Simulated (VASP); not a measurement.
The system is MgSI.

```
CELL_PARAMETERS angstrom
4.76922 0.00000 0.00000
-2.38461 4.13027 0.00000
0.00000 0.00000 4.80633
ATOMIC_POSITIONS crystal
Mg 0.33333 0.66667 0.50000
S 0.66667 0.33333 0.50000
I 0.00000 0.00000 0.00000
```

The cell was built from a structure type or drawn by symmetry, and may not be a known phase.

- Program: VASP 6.6.1
- Task: relaxation of cell and atoms
- Functional: PBE
- Potentials or basis: VASP PAW PBE potentials, release 64 (Mg, S, I)
- Cutoff: 600 eV
- k mesh: 6 × 6 × 4
- Occupations: gaussian, width 0.1 eV
- Spin: no spin polarisation

At the start: pressure -5.6 GPa; volume 31.56 Å³/atom.

Question: Where does the relaxation end?

Answer: Over 9 steps the energy falls by 215.0 meV/atom and the volume is 27.26 Å³/atom (-13.6 %); space group P-6m2 (No. 187, to 0.1 Å) before and after.

The path:
| step | energy change (eV) | largest force (eV/Å) | pressure (GPa) | volume (Å³) |
| --- | --- | --- | --- | --- |
| 1 | 0.0000 | 0.0000 | -5.63 | 94.68 |
| 2 | -0.5270 | 0.0000 | -0.99 | 80.12 |
| 3 | -0.5572 | 0.0000 | 0.91 | 76.90 |
| 4 | -0.5576 | 0.0000 | 1.18 | 76.49 |
| 5 | -0.6024 | 0.0000 | 0.91 | 77.77 |
| 6 | -0.6422 | 0.0000 | 0.66 | 80.62 |
| 7 | -0.6423 | 0.0000 | 0.67 | 80.53 |
| 8 | -0.6438 | 0.0000 | -0.42 | 82.63 |
| 9 | -0.6451 | 0.0000 | 0.01 | 81.77 |

Final structure:
```xyz
3
Lattice="4.2341 0.0000 0.0000 -2.1170 3.6668 0.0000 0.0000 0.0000 5.2665" Properties=species:S:1:pos:R:3 pbc="T T T"
Mg    0.0000    2.4445    2.6333
S     2.1170    1.2223    2.6333
I     0.0000    0.0000    0.0000
```

Caveat: an odd number of electrons without spin polarisation forces a metal; a magnetic or distorted state may lie lower.
